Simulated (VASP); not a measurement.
The system is CdSe.

```
Cd Se
1.0
     4.30000    0.00000    0.00000
    -2.15000    3.72391    0.00000
     0.00000    0.00000    7.01100
Cd Se
2 2
Direct
  0.33333 0.66667 0.00000
  0.66667 0.33333 0.50000
  0.33333 0.66667 0.37600
  0.66667 0.33333 0.87600
```

| Property | Result |
| --- | --- |
| Program | VASP 6.6.1 |
| Task | relaxation of cell and atoms |
| Functional | LDA |
| Potentials or basis | VASP PAW LDA potentials, release 64 (Cd, Se) |
| Cutoff | 600 eV |
| k mesh | 9 × 9 × 6 |
| Occupations | gaussian, width 0.02 eV |
| Spin | no spin polarisation |

At the start: pressure -1.4 GPa; volume 28.07 Å³/atom.

Problem. Where does the relaxation end?

Solution. Over 11 steps the energy falls by 3.5 meV/atom and the volume is 27.32 Å³/atom (-2.7 %); space group P6_3mc (No. 186, to 0.1 Å) before and after.

The path:
```csv
step,energy change (eV),largest force (eV/Å),pressure (GPa),volume (Å³)
1,0.0000,0.0029,-1.45,112.27
2,-0.0119,0.0101,0.61,108.20
3,-0.0139,0.0077,0.00,109.29
4,-0.0139,0.0076,-0.03,109.34
5,-0.0139,0.0066,-0.03,109.34
6,-0.0139,0.0032,-0.03,109.34
7,-0.0139,0.0036,-0.02,109.32
8,-0.0139,0.0005,-0.02,109.33
9,-0.0139,0.0009,-0.03,109.33
10,-0.0139,0.0002,0.04,109.20
11,-0.0139,0.0007,0.00,109.28
```

Final structure:
```
Cd Se
1.0
     4.25846    0.00000    0.00000
    -2.12923    3.68794    0.00000
     0.00000    0.00000    6.95830
Cd Se
2 2
Direct
  0.33333 0.66667 0.00031
  0.66667 0.33333 0.50031
  0.33333 0.66667 0.37569
  0.66667 0.33333 0.87569
```
